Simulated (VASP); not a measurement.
Write the native input for VASP 6.6.1 that does the following.

```yaml
Task: single point
Functional: PBE exchange alone
Potentials_or_basis: VASP PAW PBE potentials, release 64 (Ca_sv)
Cutoff: 520 eV
k_mesh: 7 × 7 × 7
Occupations: methfessel-paxton, width 0.05 eV
Spin: collinear spin
Starting_moments: "[0.5] μB"
Dipole_correction: no
Further_INCAR_settings: ALGO = Normal; EDIFF = 1e-06; NBANDS = 15
```

The structure of Ca lies in POSCAR:

```
Ca
1.0
   -2.2387560000      2.1912570000      2.3053220000
    2.1693490000     -2.1712010000      2.2154890000
    2.2015050000      2.1339500000     -2.2851830000
Ca
1
Direct
    0.5000000000      0.5000000000      0.0000000000
```

This cell differs from its parent crystal: the cell strained at random.

The input as run:

INCAR

```
SYSTEM = Ca
AGGAC    = 0.0          
ALDAC    = 0.0          
ALGO     = Normal         ! electronic algorithm
EDIFF    = 1E-6           ! SCF threshold, eV
ENCUT    = 520            ! plane-wave cutoff, eV
GGA      = PE             ! functional
ISIF     = 2              ! what is computed and relaxed
ISMEAR   = 1              ! smearing method
ISPIN    = 2              ! spin polarisation
LASPH    = .TRUE.         ! aspherical terms in the spheres
LCHARG   = .FALSE.        ! write CHGCAR
LORBIT   = 11             ! projections on sites
LREAL    = .FALSE.        ! projectors in reciprocal space
LWAVE    = .FALSE.        ! write WAVECAR
MAGMOM   = 0.5            ! initial moments
NBANDS   = 15             ! bands
NELM     = 150            ! most SCF steps
PREC     = Accurate       ! precision mode
SIGMA    = 0.05           ! smearing width, eV
```

KPOINTS

```
k-points
0
G
  7 7 7
  0 0 0
```

Potentials or basis: VASP PAW PBE potentials, release 64 (Ca_sv).

Command:

```bash
$ cat potpaw_PBE.64/Ca_sv/POTCAR > POTCAR
$ mpirun -np 1 vasp_std > vasp.out
```

It gave:

* Pressure: 2.2 GPa
* Net moment: 0.23 μB per cell
* Site moments: Ca +0.04 μB
* Valence electrons inside the program's atomic spheres: Ca 8.07

Caveat: the cell differs from its parent crystal (the cell strained at random).

Wall time 2.3 min on 1 thread of Intel(R) Xeon(R) 6975P-C (Granite Rapids), with other jobs on the host, peak memory 0.29 GiB.
